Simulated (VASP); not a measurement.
Write the native input for VASP 6.6.1 that does the following.

| Item | Value |
| --- | --- |
| Task | single point |
| Functional | LDA |
| Potentials or basis | VASP PAW LDA potentials, release 64 (Sr_sv, O) |
| Cutoff | 600 eV |
| k mesh | 8 × 8 × 8 |
| Occupations | gaussian, width 0.01 eV |
| Spin | no spin polarisation |
| Dipole correction | no |
| Further INCAR settings | ALGO = Normal; EDIFF = 1e-06; NBANDS = 15 |

The structure of SrO lies in POSCAR:

```
SrO
1.0
    0.0000000000      2.5321975707      2.5448585586
    2.5321975707      0.0000000000      2.5448585586
    2.5321975707      2.5321975707      0.0000000000
Sr O
1 1
Direct
    0.5000000000      0.5000000000      0.5000000000
    0.0000000000      0.0000000000      0.0000000000
```

This cell differs from its parent crystal: z stretched by +0.5 %, x and y held.

These files were run (other wordings do the same):

INCAR

```
SYSTEM = SrO
ALGO = Normal ; EDIFF = 1E-6
ENCUT = 600 ; GGA = CA
GGA_COMPAT = .False. ; ISIF = 2
ISMEAR = 0 ; LASPH = .True.
LCHARG = .False. ; LREAL = .False.
LWAVE = .False. ; NBANDS = 15
NELM = 120 ; PREC = Accurate
SIGMA = 0.01
```

KPOINTS

```
k-points
0
Gamma
  8 8 8
  0 0 0
```

Potentials or basis: VASP PAW LDA potentials, release 64 (Sr_sv, O).

Command:

```console
$ cat potpaw_LDA.64/Sr_sv/POTCAR potpaw_LDA.64/O/POTCAR > POTCAR
$ mpirun -np 1 vasp_std > vasp.out
```

It gave:

| Quantity | Value |
| --- | --- |
| Pressure | 0.2 GPa |
| Band gap on the k mesh | 3.05 eV (least direct gap 3.10 eV) |

Caveat: the cell differs from its parent crystal (z stretched by +0.5 %, x and y held).

It took 33 s on 1 thread of Intel(R) Xeon(R) Platinum 8259CL CPU @ 2.50GHz (Skylake/Cascade Lake), on a shared host, peak memory 0.17 GiB.
